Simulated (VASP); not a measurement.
Here is a VASP 6.6.1 calculation.

Contents of INCAR:

```
SYSTEM = Ti3N5
PREC = Accurate
ENCUT = 520
EDIFF = 1E-6
ISMEAR = 0
SIGMA = 0.1
LREAL = .FALSE.
LASPH = .TRUE.
NELM = 150
ALGO = Normal
ISIF = 2
LWAVE = .FALSE.
LCHARG = .FALSE.
ISPIN = 2
MAGMOM = 0 0 0 0 3 0 0 0
LORBIT = 11
LMAXMIX = 4
LDIPOL = .TRUE.
IDIPOL = 3
DIPOL = 0.5 0.5 0.353
GGA = PE
NBANDS = 44
```

KPOINTS

```
regular mesh
0
G
  9 9 1
  0 0 0
```

POSCAR

```
Ti3N5
1.0
    3.0028555063      0.0000000000      0.0000000000
   -1.5014277532      2.6005491524      0.0000000000
    0.0000000000      0.0000000000     24.1233847547
N Ti
5 3
Direct
    0.3333333333      0.6666666667      0.1658142106
    0.0000000000      0.0000000000      0.2674509120
    0.6666666667      0.3333333333      0.3654788005
    0.3333333333      0.6666666667      0.4611038156
    0.6666666667      0.3333333333      0.5974860038
    0.6666666667      0.3333333333      0.2166325614
    0.3333333333      0.6666666667      0.3190139885
    0.0000000000      0.0000000000      0.4290633808
```

Potentials or basis: VASP PAW PBE potentials, release 64 (N, Ti_sv).

Run with:

```sh
$ cat potpaw_PBE.64/N/POTCAR potpaw_PBE.64/Ti_sv/POTCAR > POTCAR
$ mpirun -np 1 vasp_std > vasp.out
```

Question: Predict the site moments.

Answer: N -0.00, +0.00, +1.97 (each value once); Ti +0.00, -0.00 (each value once) μB.

Question: What does it give for the band gap on the k mesh?

Answer: Zero (filled and empty bands overlap).

Question: Predict the largest force.

Answer: 5.731 eV/Å.

Forces on the atoms (eV/Å):
```
N    0.000  0.000  4.378
N    0.000  0.000  1.285
N    0.000  0.000  0.064
N    0.000  0.000  0.051
N    0.000  0.000 -0.001
Ti   0.000  0.000 -5.731
Ti   0.000  0.000 -0.023
Ti   0.000  0.000 -0.023
```
